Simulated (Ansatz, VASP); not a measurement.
# One calculation of CaO, two programs

Contents of INCAR:

```
SYSTEM = CaO
ALGO = Normal
EDIFF = 1E-8
ENCUT = 520
GGA = PE
ISIF = 2
ISMEAR = -1
LASPH = .True.
LCHARG = .False.
LEFG = .True.
LREAL = .False.
LWAVE = .False.
NBANDS = 15
NELM = 60
PREC = Accurate
SIGMA = 0.05
```

The input KPOINTS:

```
k-points
0
Gamma
  12 12 12
  0 0 0
```

File POSCAR:

```
CaO
1.0
    0.0000000000      2.4312611803      2.4312611803
    2.4312611803      0.0000000000      2.4312611803
    2.4312611803      2.4312611803      0.0000000000
Ca O
1 1
Direct
    0.0000000000      0.0000000000      0.0000000000
    0.5000000000      0.5000000000      0.5000000000
```

Input for Ansatz:

```yaml
crystal:
  lattice:
    - [0.0, 2.4312611803, 2.4312611803]
    - [2.4312611803, 0.0, 2.4312611803]
    - [2.4312611803, 2.4312611803, 0.0]
  atoms:
    - { symbol: Ca, position: [0.0, 0.0, 0.0] }
    - { symbol: O, position: [0.5, 0.5, 0.5] }
kpoints:
  mp_grid: { grid: [12, 12, 12] }
scf:
  occupations: { method: fermi_dirac, width: 0.05 }
hamiltonian:
  xc: pbe
  pseudopotentials: { kind: paw }
output:
  forces: true
  stress: true
  eigenvalues: true
  efg: { contact_densities: true }
```

Change from the starting cell: volume scaled by 1.02, PAW files.

Alike in both runs: task electric field gradients; functional PBE; k mesh 12 × 12 × 12; occupations fermi-dirac, width 0.05 eV; no spin polarisation.

```csv
,VASP,Ansatz
version,VASP 6.6.1,Ansatz 0.2.0
potentials or method,"VASP PAW PBE potentials, release 64 (Ca_sv, O)","PAW with Ansatz's default frozen-core files, scalar-relativistic"
plane-wave cutoff (eV),520,420
valence electrons in the cell,16,16
```

Ansatz gave:

```
gap on the k mesh at the Fermi level (eV) : 3.66
pressure (GPa)                            : -2.0
```

Estimate VASP's values.

gap on the k mesh at the Fermi level (eV): 3.64; pressure (GPa): -1.5.

The functional is the same, so the differences come from potentials, cutoffs and numerics.
